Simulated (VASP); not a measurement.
**Se: single point with BLYP**

The system is Se.

```xyz
1
Lattice="2.7873 0.0000 0.0000 0.0000 2.7873 0.0000 0.0000 0.0000 2.7873" Properties=species:S:1:pos:R:3 pbc="T T T"
Se    0.0000    0.0000    0.0000
```

This cell differs from its parent crystal: volume scaled by 0.88.

```yaml
Program: VASP 6.6.1
Task: single point
Functional: BLYP
Potentials_or_basis: VASP PAW PBE potentials, release 64 (Se)
Cutoff: 520 eV
k_mesh: 12 × 12 × 12
Occupations: fermi-dirac, width 0.1 eV
Spin: no spin polarisation
```

- Pressure: 10.1 GPa
- Band gap on the k mesh: zero (band 3 reaches 8.55 eV, above the bottom of band 4 at 2.16 eV)

Levels at points of the mesh, in eV from the Fermi level:
```tsv
k point	band 1	band 2	band 3	band 4	band 5	band 6	band 7
(0.00, 0.00, 0.00)	-16.42	1.41	1.41	1.41	7.87	7.87	8.45
(0.50, 0.00, 0.00)	-14.24	-7.22	2.90	2.90	10.04	12.08	13.07
(0.50, 0.50, 0.00)	-12.06	-5.25	-5.25	3.01	4.26	13.75	15.99
(0.50, 0.50, 0.50)	-9.81	-3.49	-3.49	-3.49	5.93	5.93	5.93
```

Run time: 7.1 s on 1 thread of Intel(R) Xeon(R) 6975P-C (Granite Rapids) (shared host), peak memory 0.14 GiB.

Caveat: the PAW data sets were made with another functional, which shifts forces and pressure a little.
